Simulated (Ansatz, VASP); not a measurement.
# One calculation of GaSi3, two programs

INCAR

```
SYSTEM = GaSi3
ALGO = Normal
EDIFF = 1E-7
ENCUT = 520
GGA = PE
ISIF = 2
ISMEAR = 0
LASPH = .True.
LCHARG = .True.
LELF = .True.
LREAL = .False.
LVHAR = .True.
LWAVE = .False.
NBANDS = 20
NELM = 80
PREC = Accurate
SIGMA = 0.1
```

Contents of KPOINTS:

```
k-points
0
Gamma
  4 4 4
  0 0 0
```

POSCAR

```
GaSi3
1.0
    3.9329546517      0.0000000000      0.0000000000
    0.0000000000      3.9329546517      0.0000000000
    0.0000000000      0.0000000000      3.9329546517
Ga Si
1 3
Direct
    0.0000000000      0.0000000000      0.0000000000
    0.0000000000      0.5000000000      0.5000000000
    0.5000000000      0.0000000000      0.5000000000
    0.5000000000      0.5000000000      0.0000000000
```

Input for Ansatz:

```yaml
crystal:
  lattice:
    - [3.9329546517, 0.0, 0.0]
    - [0.0, 3.9329546517, 0.0]
    - [0.0, 0.0, 3.9329546517]
  atoms:
    - { symbol: Ga, position: [0.0, 0.0, 0.0] }
    - { symbol: Si, position: [0.0, 0.5, 0.5] }
    - { symbol: Si, position: [0.5, 0.0, 0.5] }
    - { symbol: Si, position: [0.5, 0.5, 0.0] }
basis:
  ecutwfc: 420
kpoints:
  mp_grid: { grid: [4, 4, 4] }
hamiltonian:
  xc: pbe
scf:
  occupations: { method: gaussian, width: 0.1 }
  lower_state_search: "off"
output:
  forces: true
  stress: true
  eigenvalues: true
```

Alike in both runs: task single point; functional PBE; k mesh 4 × 4 × 4; occupations gaussian, width 0.1 eV; no spin polarisation.

|  | VASP | Ansatz |
| --- | --- | --- |
| version | VASP 6.6.1 | Ansatz 0.2.0 |
| potentials or method | VASP PAW PBE potentials, release 64 (Ga_d, Si), cutoff 520 eV | scalar-relativistic, plane waves, PAW |
| valence electrons in the cell | 25 | 25 |

|  | VASP | Ansatz | Ansatz less VASP |
| --- | --- | --- | --- |
| gap on the k mesh at the Fermi level (eV) | none | none | - |
| pressure (GPa) | 1.0 | 1.0 | -0.03 |

A gap of «none» marks a metal or a gap that the smearing closes.

The k mesh is coarse, so the values compare programs but aren't converged.
